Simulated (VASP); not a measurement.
# CsBr (Pm-3m) in VASP: notebook

Runs on CsBr. Level: PBE. Tasks: single point.

Everything below comes from runs of VASP 6.6.1. Logs are shortened: lines on timing, memory, paths and dates and some standing lists are left out, and cuts for length are marked.

## 1. The cell of the first run

The structure is cubic, space group Pm-3m (No. 221). Conventional cell: a = 4.320 Å, b = 4.320 Å, c = 4.320 Å, α = 90.00°, β = 90.00°, γ = 90.00°. Within 4.9 Å of Cs (site symmetry m-3m) lie 8 Br at 3.74 Å and 6 Cs at 4.32 Å. Within 4.9 Å of Br (site symmetry m-3m) lie 8 Cs at 3.74 Å and 6 Br at 4.32 Å.

## 2. Single point, PBE

Contents of INCAR:

```
SYSTEM = CsBr
  PREC = Accurate
  ENCUT = 500
  EDIFF = 1E-6
  ISMEAR = 0
  SIGMA = 0.01
  LREAL = .False.
  LASPH = .True.
  NELM = 120
  ALGO = Normal
  ISIF = 2
  LWAVE = .False.
  LCHARG = .True.
  GGA = PE
  LELF = .True.
  LVHAR = .True.
  NBANDS = 15
  GGA_COMPAT = .False.
```

Contents of KPOINTS:

```
regular mesh
0
Gamma
  4 4 4
  0 0 0
```

Contents of POSCAR:

```
CsBr
1.0
    4.3199575724      0.0000000000      0.0000000000
    0.0000000000      4.3199575724      0.0000000000
    0.0000000000      0.0000000000      4.3199575724
Cs Br
1 1
Direct
    0.0000000000      0.0000000000      0.0000000000
    0.5000000000      0.5000000000      0.5000000000
```

Potentials or basis: VASP PAW PBE potentials, release 64 (Cs_sv, Br).

Command:

```sh
cat potpaw_PBE.64/Cs_sv/POTCAR potpaw_PBE.64/Br/POTCAR > POTCAR
mpirun -np 1 vasp_std > vasp.out
```

OUTCAR:

```text
SYSTEM = CsBr
   PREC = Accurate
   ENCUT = 500
   EDIFF = 1E-6
   ISMEAR = 0
   LREAL = .False.
   LASPH = .True.
   NELM = 120
   ISIF = 2
   GGA = PE

 ion  position               nearest neighbor table
   1  0.000  0.000  0.000-
   2  0.500  0.500  0.500-

  LATTYP: Found a simple cubic cell.
 ALAT       =     4.3199575724

  Lattice vectors:

 A1 = (   4.3199575724,   0.0000000000,   0.0000000000)
 A2 = (   0.0000000000,   4.3199575724,   0.0000000000)
 A3 = (   0.0000000000,   0.0000000000,   4.3199575724)

Analysis of symmetry for initial positions (statically):
=====================================================================
 Subroutine PRICEL returns:
 Original cell was already a primitive cell.

 Routine SETGRP: Setting up the symmetry group for a
 simple cubic supercell.

 Subroutine GETGRP returns: Found 48 space group operations
 (whereof 48 operations were pure point group operations)
 out of a pool of 48 trial point group operations.

The static configuration has the point symmetry O_h .

Analysis of symmetry for dynamics (positions and initial velocities):
=====================================================================
 Subroutine PRICEL returns:
 Original cell was already a primitive cell.

 Routine SETGRP: Setting up the symmetry group for a
 simple cubic supercell.

 Subroutine GETGRP returns: Found 48 space group operations
 (whereof 48 operations were pure point group operations)
 out of a pool of 48 trial point group operations.

The dynamic configuration has the point symmetry O_h .

 Subroutine INISYM returns: Found 48 space group operations
 (whereof 48 operations are pure point group operations),
 and found     1 'primitive' translations

----------------------------------------------------------------------------------------

                                     Primitive cell

  volume of cell :      80.6192

  direct lattice vectors                    reciprocal lattice vectors
     4.319957572  0.000000000  0.000000000     0.231483755  0.000000000  0.000000000
     0.000000000  4.319957572  0.000000000     0.000000000  0.231483755  0.000000000
     0.000000000  0.000000000  4.319957572     0.000000000  0.000000000  0.231483755

  length of vectors
     4.319957572  4.319957572  4.319957572     0.231483755  0.231483755  0.231483755

  position of ions in fractional coordinates (direct lattice)
     0.000000000  0.000000000  0.000000000
     0.500000000  0.500000000  0.500000000

  ion indices of the primitive-cell ions
   primitive index   ion index
                 1           1
                 2           2

----------------------------------------------------------------------------------------

 KPOINTS: regular mesh

Automatic generation of k-mesh.
 Grid dimensions read from file:
 generate k-points for:    4    4    4

 Generating k-lattice:

  Cartesian coordinates                     Fractional coordinates (reciprocal lattice)
     0.057870939  0.000000000  0.000000000     0.250000000  0.000000000  0.000000000
     0.000000000  0.057870939  0.000000000     0.000000000  0.250000000  0.000000000
     0.000000000  0.000000000  0.057870939     0.000000000  0.000000000  0.250000000

  Length of vectors
     0.057870939  0.057870939  0.057870939

  Shift w.r.t. Gamma in fractional coordinates (k-lattice)
     0.000000000  0.000000000  0.000000000

 Subroutine IBZKPT returns following result:
 ===========================================

 Found     10 irreducible k-points:

 Following reciprocal coordinates:
            Coordinates               Weight
  0.000000  0.000000  0.000000      1.000000
  0.250000  0.000000  0.000000      6.000000
  0.500000  0.000000  0.000000      3.000000
  0.250000  0.250000  0.000000     12.000000
  0.500000  0.250000  0.000000     12.000000
  0.500000  0.500000  0.000000      3.000000
  0.250000  0.250000  0.250000      8.000000
  0.500000  0.250000  0.250000     12.000000
  0.500000  0.500000  0.250000      6.000000
  0.500000  0.500000  0.500000      1.000000
   k-points           NKPTS =     10   k-points in BZ     NKDIM =     10   number of bands    NBANDS=     15
   number of dos      NEDOS =    301   number of ions     NIONS =      2
   total plane-waves  NPLWV =  32768
   dimension x,y,z NGX =    32 NGY =   32 NGZ =   32
   dimension x,y,z NGXF=    64 NGYF=   64 NGZF=   64
   ions per type =               1   1
   NGX,Y,Z   is equivalent  to a cutoff of  12.31, 12.31, 12.31 a.u.
   NGXF,Y,Z  is equivalent  to a cutoff of  24.63, 24.63, 24.63 a.u.
 SYSTEM =  CsBr
   PREC   = accura    normal or accurate (medium, high low for compatibility)
   ISTART =      0    job   : 0-new  1-cont  2-samecut
   ICHARG =      2    charge: 1-file 2-atom 10-const
   ISPIN  =      1    spin polarized calculation?
   LNONCOLLINEAR =      F non collinear calculations
   LSORBIT =      F    spin-orbit coupling
   LASPH  =      T    aspherical Exc in radial PAW
   ENCUT  =  500.0 eV  36.75 Ry    6.06 a.u.   7.88  7.88  7.88*2*pi/ulx,y,z
   NELM   =    120;   NELMIN=  2; NELMDL= -5     # of ELM steps
   EDIFF  = 0.1E-05   stopping-criterion for ELM
   LREAL  =      F    real-space projection
   EDIFFG = 0.1E-04   stopping-criterion for IOM
   NSW    =      0    number of steps for IOM
   IBRION =     -1    ionic relax: 0-MD 1-quasi-New 2-CG
   NFREE  =      0    steps in history (QN), initial steepest desc. (CG)
   ISIF   =      2    stress and relaxation
   ISYM   =      2    0-nonsym 1-usesym 2-fastsym
   POTIM  = 0.5000    time-step for ionic-motion
   TEBEG  =    0.0;   TEEND  =   0.0 temperature during run
   PSTRESS=    0.0 pullay stress
   NELECT =      16.0000    total number of electrons
   NUPDOWN=      -1.0000    fix difference up-down
   EMIN   =  10.00;   EMAX   =-10.00  energy-range for DOS
   EFERMI =   0.00;   METHOD = LEGACY
   ISMEAR =     0;   SIGMA  =   0.01  broadening in eV -4-tet -1-fermi 0-gaus
   EFERMI_NEDOS =   21; number of points for ismear=-14 and -15
   IALGO  =     38    algorithm
   IMIX   =      4    mixing-type and parameters
     AMIX     =   0.40;   BMIX     =  1.00
     AMIX_MAG =   1.60;   BMIX_MAG =  1.00
  volume/ion in A,a.u.               =      40.31       272.02
  Fermi-wavevector in a.u.,A,eV,Ry     =   0.954924  1.804544 12.406871  0.911879
  Thomas-Fermi vector in A             =   2.083715
   LORBIT       =      0    0 simple, 1 ext, 2 COOP (PROOUT), +10 PAW based schemes
   GGA     = PE    functional components
   LHFCALC =     F    Hartree Fock is set to
   AEXX    =    0.0000 exact exchange contribution
   IVDW    =     0    specifies the selected vdW correction
   LEPSILON=     F    determine dielectric tensor
   LRPA    =     F    only Hartree local field effects (RPA)
 non-spin polarized calculation
 Gauss-broadening in eV      SIGMA  =   0.01
  energy-cutoff  :      500.00
  volume of cell :       80.62
 maximum number of plane-waves:      2103
 NGX is ok and might be reduce to    32
   NGX = 15   NGY = 15   NGZ = 15

 number of electron      16.0000001 magnetization

 Free energy of the ion-electron system (eV)
  ---------------------------------------------------
  ext. energy  EPLUGINS =         0.00000000
  ---------------------------------------------------
  free energy    TOTEN  =        -6.01421153 eV

  energy without entropy =       -6.01421153  energy(sigma->0) =       -6.01421153

 E-fermi :  -0.3483     XC(G=0):  -7.9691

 val. band max:       -0.4097831121   @ k =   0.5000   0.5000   0.0000
 cond. band min:       4.0132408593   @ k =   0.0000   0.0000   0.0000
 fundamental gap:      4.4230239714
 Fermi energy:        -0.3482781781

 k-point     1 :       0.0000    0.0000    0.0000
  band No.  band energies     occupation
      1     -20.2263      2.00000
      2     -12.7509      2.00000
      3      -6.8290      2.00000
      4      -6.8290      2.00000
      5      -6.8290      2.00000
      6      -0.4182      2.00000
      7      -0.4182      2.00000
      8      -0.4182      2.00000
      9       4.0132      0.00000
     10       4.5231      0.00000
     11       4.5231      0.00000
     12       8.6334      0.00000
     13       8.6334      0.00000
     14       8.6334      0.00000
     15      11.5882      0.00000

 k-point     2 :       0.2500    0.0000    0.0000
  band No.  band energies     occupation
      1     -20.2021      2.00000
      2     -12.7562      2.00000
      3      -7.0233      2.00000
      4      -6.7811      2.00000
      5      -6.7811      2.00000
      6      -1.1422      2.00000
      7      -0.5125      2.00000
      8      -0.5125      2.00000
      9       4.9014      0.00000
     10       5.2873      0.00000
     11       5.7365      0.00000
     12       8.3994      0.00000
     13       8.3994      0.00000
     14       8.9254      0.00000
     15       9.3980      0.00000

 k-point     3 :       0.5000    0.0000    0.0000
  band No.  band energies     occupation
      1     -20.1778      2.00000
      2     -12.7635      2.00000
      3      -7.1950      2.00000
      4      -6.7317      2.00000
      5      -6.7317      2.00000
      6      -1.6917      2.00000
      7      -0.6110      2.00000
      8      -0.6110      2.00000
      9       5.5049      0.00000
     10       6.7781      0.00000
     11       7.2228      0.00000
     12       7.9160      0.00000
     13       8.3819      0.00000
     14       8.3819      0.00000
     15       9.3246      0.00000

 k-point     4 :       0.2500    0.2500    0.0000
  band No.  band energies     occupation
      1     -20.1797      2.00000
      2     -12.7325      2.00000
      3      -7.1155      2.00000
      4      -6.9774      2.00000
      5      -6.7418      2.00000
      6      -1.1669      2.00000
      7      -0.7532      2.00000
      8      -0.5110      2.00000
      9       5.3171      0.00000
     10       5.6627      0.00000
     11       6.5233      0.00000
     12       7.5225      0.00000
     13       8.1129      0.00000
     14       8.6374      0.00000
     15       9.8645      0.00000

 k-point     5 :       0.5000    0.2500    0.0000
  band No.  band energies     occupation
      1     -20.1570      2.00000
      2     -12.7095      2.00000
      3      -7.2842      2.00000
      4      -7.0759      2.00000
      5      -6.7015      2.00000
      6      -1.3271      2.00000
      7      -0.8204      2.00000
      8      -0.5138      2.00000
      9       5.4081      0.00000
     10       5.8461      0.00000
     11       7.4266      0.00000
     12       7.4646      0.00000
     13       7.5836      0.00000
     14       9.0382      0.00000
     15      10.2034      0.00000

 k-point     6 :       0.5000    0.5000    0.0000
  band No.  band energies     occupation
      1     -20.1359      2.00000
      2     -12.6535      2.00000
      3      -7.3788      2.00000
      4      -7.3788      2.00000
      5      -6.6709      2.00000
      6      -0.9823      2.00000
      7      -0.9823      2.00000
      8      -0.4098      2.00000
      9       4.8369      0.00000
     10       5.0713      0.00000
     11       6.7940      0.00000
     12       6.7940      0.00000
     13      10.5470      0.00000
     14      10.5470      0.00000
     15      10.5887      0.00000

 k-point     7 :       0.2500    0.2500    0.2500
  band No.  band energies     occupation
      1     -20.1583      2.00000
      2     -12.6985      2.00000
      3      -7.0496      2.00000
      4      -7.0496      2.00000
      5      -6.9915      2.00000
      6      -0.9417      2.00000
      7      -0.9326      2.00000
      8      -0.9326      2.00000
      9       6.4140      0.00000
     10       6.5823      0.00000
     11       6.5823      0.00000
     12       7.0867      0.00000
     13       7.4686      0.00000
     14       7.4686      0.00000
     15      11.7362      0.00000

 k-point     8 :       0.5000    0.2500    0.2500
  band No.  band energies     occupation
      1     -20.1367      2.00000
      2     -12.6642      2.00000
      3      -7.2882      2.00000
      4      -7.0490      2.00000
      5      -6.9808      2.00000
      6      -1.2726      2.00000
      7      -1.1149      2.00000
      8      -0.7319      2.00000
      9       6.1060      0.00000
     10       6.3468      0.00000
     11       6.6611      0.00000
     12       7.5595      0.00000
     13       8.1262      0.00000
     14       9.0478      0.00000
     15      10.9728      0.00000

 k-point     9 :       0.5000    0.5000    0.2500
  band No.  band energies     occupation
      1     -20.1163      2.00000
      2     -12.6177      2.00000
      3      -7.2971      2.00000
      4      -7.2971      2.00000
      5      -6.9523      2.00000
      6      -1.2640      2.00000
      7      -1.2640      2.00000
      8      -1.0438      2.00000
      9       6.2429      0.00000
     10       6.3941      0.00000
     11       7.1080      0.00000
     12       7.1080      0.00000
     13       9.7602      0.00000
     14       9.7602      0.00000
     15      10.6808      0.00000

 k-point    10 :       0.5000    0.5000    0.5000
  band No.  band energies     occupation
      1     -20.0964      2.00000
      2     -12.5811      2.00000
      3      -7.2103      2.00000
      4      -7.2103      2.00000
      5      -7.2103      2.00000
      6      -1.5390      2.00000
      7      -1.5390      2.00000
      8      -1.5390      2.00000
      9       7.8016      0.00000
     10       7.8016      0.00000
     11       7.8016      0.00000
     12       8.6493      0.00000
     13       8.6493      0.00000
     14       8.6493      0.00000
     15      10.7788      0.00000

------------------------ aborting loop because EDIFF is reached ----------------------------------------

  FORCE on cell =-STRESS in cart. coord.  units (eV):
  Direction    XX          YY          ZZ          XY          YZ          ZX
  --------------------------------------------------------------------------------------
  -------------------------------------------------------------------------------------
  Total        0.3625105      0.3625105      0.3625105      0.0000000      0.0000000      0.0000000
  in kB        7.2043148      7.2043148      7.2043148      0.0000000      0.0000000      0.0000000
  external PRESSURE =       7.2043148 kB  Pullay stress =       0.0000000 kB

 VOLUME and BASIS-vectors are now :
 -----------------------------------------------------------------------------
  energy-cutoff  :      500.00
  volume of cell :       80.62
      direct lattice vectors                 reciprocal lattice vectors
     4.319957572  0.000000000  0.000000000     0.231483755  0.000000000  0.000000000
     0.000000000  4.319957572  0.000000000     0.000000000  0.231483755  0.000000000
     0.000000000  0.000000000  4.319957572     0.000000000  0.000000000  0.231483755

 POSITION                                       TOTAL-FORCE (eV/Angst)
 -----------------------------------------------------------------------------------
      0.00000      0.00000      0.00000         0.000000      0.000000      0.000000
      2.15998      2.15998      2.15998         0.000000      0.000000      0.000000
 -----------------------------------------------------------------------------------
    total drift:                                0.000000      0.000000     -0.000000

  FREE ENERGIE OF THE ION-ELECTRON SYSTEM (eV)
  ---------------------------------------------------
  free  energy   TOTEN  =        -6.0142115257 eV

  energy  without entropy=       -6.0142115257  energy(sigma->0) =       -6.01421153
```

Run time: 4.5 s. Hardware: 1 thread of Intel Xeon 6975P-C (Granite Rapids), shared host; peak memory 0.17 GiB.

What came out:

| Quantity | Value |
| --- | --- |
| Free energy | -6.0142 eV |
| Pressure | 0.7 GPa |
| Band gap on the k mesh | 4.42 eV, indirect (least direct gap 4.43 eV) |

Caveat: spin-orbit coupling is left out, which moves the levels of the heavy elements.

## 3. Single point, PBE

Contents of INCAR:

```
PREC     = Accurate       # precision mode
ENCUT    = 500            # plane-wave cutoff, eV
EDIFF    = 1E-6           # SCF threshold, eV
ISMEAR   = 0              # smearing method
SIGMA    = 0.01           # smearing width, eV
LREAL    = F              # projectors in reciprocal space
LASPH    = T              # aspherical terms in the spheres
NELM     = 120            # most SCF steps
ALGO     = Normal         # electronic algorithm
ISIF     = 2              # what is computed and relaxed
LWAVE    = F              # write WAVECAR
LCHARG   = T              # write CHGCAR
GGA      = PE             # functional
LELF     = T              # ELF
LVHAR    = T            
NBANDS   = 15             # bands
GGA_COMPAT= F
```

Contents of KPOINTS:

```
Automatic mesh
0
Gamma
  4 4 4
```

POSCAR is that of step 2.

Potentials or basis: VASP PAW PBE potentials, release 64 (Cs_sv, Br).

Command:

```sh
cat potpaw_PBE.64/Cs_sv/POTCAR potpaw_PBE.64/Br/POTCAR > POTCAR
mpirun -np 1 vasp_std > vasp.out
```

Run time: 4.6 s. Hardware: 1 thread of Intel Xeon 6975P-C (Granite Rapids), shared host; peak memory 0.18 GiB.

It converged, with:

```yaml
Free_energy: -6.0142 eV
Pressure: 0.7 GPa
Band_gap_on_the_k_mesh: 4.42 eV, indirect (least direct gap 4.43 eV)
```

Levels at points of the mesh, in eV from the valence-band top:
| k point | band 6 | band 7 | band 8 | band 9 | band 10 | band 11 |
| --- | --- | --- | --- | --- | --- | --- |
| (0.00, 0.00, 0.00) | -0.01 | -0.01 | -0.01 | 4.42 | 4.93 | 4.93 |
| (0.50, 0.00, 0.00) | -1.28 | -0.20 | -0.20 | 5.91 | 7.19 | 7.63 |
| (0.50, 0.50, 0.00) | -0.57 | -0.57 | 0.00 | 5.25 | 5.48 | 7.20 |
| (0.50, 0.50, 0.50) | -1.13 | -1.13 | -1.13 | 8.21 | 8.21 | 8.21 |

Caveat: spin-orbit coupling is left out, which moves the levels of the heavy elements. A hybrid or GW would open this gap; PBE tends to underestimate it.
